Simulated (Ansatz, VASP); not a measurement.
## Two plane-wave programs on Be2SeO4

```
CELL_PARAMETERS angstrom
-2.16855 2.16855 3.84712
2.16855 -2.16855 3.84712
2.16855 2.16855 -3.84712
ATOMIC_POSITIONS crystal
Be 0.75000 0.25000 0.50000
Be 0.50000 0.50000 0.00000
Se 0.00000 0.00000 0.00000
O 0.43851 0.36454 0.55741
O 0.63546 0.19286 0.07396
O 0.80714 0.88110 0.44259
O 0.11890 0.56149 0.92604
```

Change from the starting cell: species swapped into the CdGa2Se4 type (I-4, No. 82).

Alike in both runs: functional PBE; k mesh 10 × 10 × 10; occupations gaussian, width 0.02 eV; no spin polarisation.

Ansatz relaxed the structure, and its values are those at the end. VASP's run is a single point on that final structure, the one shown.

|  | VASP | Ansatz |
| --- | --- | --- |
| version | VASP 6.6.1 | Ansatz 0.2.0 |
| potentials or method | VASP PAW PBE potentials, release 64 (Be, Se, O), cutoff 520 eV | scalar-relativistic, plane waves, PAW |
| valence electrons in the cell | 34 | 44 |

```tsv
	VASP	Ansatz	Ansatz less VASP
gap on the k mesh at the Fermi level (eV)	0.64	0.65	+0.006
least direct gap on the mesh (eV)	1.59	1.59	+0.001
pressure (GPa)	0.2	0.0	-0.22
rms of the force components (eV/Å)	0.005	0.004	-0.0009
```

VASP's potentials hold 34 valence electrons a cell and Ansatz's 44, so a difference there can come from the potentials and not from the codes.
